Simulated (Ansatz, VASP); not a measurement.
**One calculation of Al4As, two programs**

Contents of INCAR:

```
PREC = Accurate
ENCUT = 520
EDIFF = 1E-6
ISMEAR = 0
SIGMA = 0.1
LREAL = F
LASPH = T
NELM = 60
ALGO = Fast
ISIF = 2
LWAVE = F
LCHARG = F
GGA = PE
NBANDS = 16
```

File KPOINTS:

```
Automatic mesh
0
Gamma
  4 4 4
```

File POSCAR:

```
Al4As
1.0
   -2.7397346000      2.7397346000      2.7397346000
    2.7397346000     -2.7397346000      2.7397346000
    2.7397346000      2.7397346000     -2.7397346000
Al As
4 1
Direct
    0.5000000000      0.5000000000      0.5000000000
    0.5000000000      0.0000000000      0.0000000000
    0.0000000000      0.0000000000      0.5000000000
    0.0000000000      0.5000000000      0.0000000000
    0.0000000000      0.0000000000      0.0000000000
```

Input for Ansatz:

```yaml
crystal:
  lattice:
    - [-2.7397346, 2.7397346, 2.7397346]
    - [2.7397346, -2.7397346, 2.7397346]
    - [2.7397346, 2.7397346, -2.7397346]
  atoms:
    - { symbol: Al, position: [0.5, 0.5, 0.5] }
    - { symbol: Al, position: [0.5, 0.0, 0.0] }
    - { symbol: Al, position: [0.0, 0.0, 0.5] }
    - { symbol: Al, position: [0.0, 0.5, 0.0] }
    - { symbol: As, position: [0.0, 0.0, 0.0] }
basis:
  ecutwfc: 420
kpoints:
  mp_grid: { grid: [4, 4, 4] }
hamiltonian:
  xc: pbe
scf:
  occupations: { method: gaussian, width: 0.1 }
  lower_state_search: "off"
output:
  forces: true
  stress: true
  eigenvalues: true
```

Change from the starting cell: species swapped into the Hg4Pt type (Im-3m, No. 229).

Alike in both runs: task single point; functional PBE; k mesh 4 × 4 × 4; occupations gaussian, width 0.1 eV; no spin polarisation.

```csv
,VASP,Ansatz
version,VASP 6.6.1,Ansatz 0.2.0
potentials or method,"VASP PAW PBE potentials, release 64 (Al, As), cutoff 520 eV","scalar-relativistic, plane waves, PAW"
valence electrons in the cell,17,27
```

VASP gave:

* gap on the k mesh at the Fermi level (eV): none
* pressure (GPa): 26.7

Estimate Ansatz's values.

gap on the k mesh at the Fermi level (eV): none; pressure (GPa): 26.3.

A gap of «none» marks a metal or a gap that the smearing closes. VASP's potentials hold 17 valence electrons a cell and Ansatz's 27, so a difference there can come from the potentials and not from the codes.

The k mesh is coarse, so the values compare programs but aren't converged.
